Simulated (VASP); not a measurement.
Set up this calculation in VASP 6.6.1, as the native input.

| Quantity | Value |
| --- | --- |
| Task | single point |
| Functional | PBE |
| Potentials or basis | VASP PAW PBE potentials, release 64 (K_sv, Ta_pv, O) |
| Cutoff | 520 eV |
| k mesh | 8 × 8 × 8 |
| Occupations | gaussian, width 0.02 eV |
| Spin | no spin polarisation |
| Dipole correction | no |
| Further INCAR settings | ALGO = Normal; EDIFF = 1e-06; NBANDS = 27 |

The structure of KTaO3 lies in POSCAR:

```
KTaO3
1.0
    4.1033101205      0.0000000000      0.0000000000
    0.0000000000      4.1033101205      0.0000000000
    0.0000000000      0.0000000000      4.1033101205
K Ta O
1 1 3
Direct
    0.5000000000      0.5000000000      0.5000000000
    0.0000000000      0.0000000000      0.0000000000
    0.5000000000      0.0000000000      0.0000000000
    0.0000000000      0.5000000000      0.0000000000
    0.0000000000      0.0000000000      0.5000000000
```

This cell differs from its parent crystal: volume scaled by 1.06.

One way to write it, as run:

INCAR

```
ALGO = Normal
EDIFF = 1E-6
ENCUT = 520
GGA = PE
ISIF = 2
ISMEAR = 0
LASPH = T
LCHARG = F
LREAL = F
LWAVE = F
NBANDS = 27
NELM = 100
PREC = Accurate
SIGMA = 0.02
```

KPOINTS

```
k-points
0
Gamma
  8 8 8
```

Potentials or basis: VASP PAW PBE potentials, release 64 (K_sv, Ta_pv, O).

Command:

```sh
$ cat potpaw_PBE.64/K_sv/POTCAR potpaw_PBE.64/Ta_pv/POTCAR potpaw_PBE.64/O/POTCAR > POTCAR
$ mpirun -np 1 vasp_std > vasp.out
```

It gave:

The pressure is -9.2 GPa. The band gap on the k mesh is 1.98 eV, indirect (least direct gap 2.62 eV).

Caveat: spin-orbit coupling is left out, which moves the levels of the heavy elements.

Wall time 68 s on 1 thread of Intel(R) Xeon(R) Platinum 8375C CPU @ 2.90GHz (Ice Lake), on a shared host, peak memory 0.21 GiB.
